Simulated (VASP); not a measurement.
Crystal: TiOs3.

```
Ti Os
1.0
     0.00000    3.10931    3.10931
     3.10931    0.00000    3.10931
     3.10931    3.10931    0.00000
Ti Os
1 3
Direct
  0.50000 0.50000 0.50000
  0.25000 0.25000 0.25000
  0.75000 0.75000 0.75000
  0.00000 0.00000 0.00000
```

* Program: VASP 6.6.1
* Task: relaxation of cell and atoms
* Functional: PBE
* Potentials or basis: VASP PAW PBE potentials, release 64 (Ti_sv, Os)
* Cutoff: 600 eV
* k mesh: 6 × 6 × 6
* Occupations: gaussian, width 0.1 eV
* Spin: no spin polarisation

At the start: pressure -4.2 GPa; volume 15.03 Å³/atom.

**Question.** How do energy, volume and symmetry change on relaxing?

**Answer.** Over 3 steps the energy falls by 3.0 meV/atom and the volume is 14.81 Å³/atom (-1.5 %); space group Fm-3m (No. 225, to 0.05 Å).

The path:
```
step  energy change (eV)  largest force (eV/Å)  pressure (GPa)  volume (Å³)
   1              0.0000                0.0000           -4.24        60.12
   2              0.0948                0.0000           14.27        56.72
   3             -0.0120                0.0000           -0.04        59.25
```

Final structure:
```
Ti Os
1.0
     0.00000    3.09416    3.09416
     3.09416    0.00000    3.09416
     3.09416    3.09416    0.00000
Ti Os
1 3
Direct
  0.50000 0.50000 0.50000
  0.25000 0.25000 0.25000
  0.75000 0.75000 0.75000
  0.00000 0.00000 0.00000
```
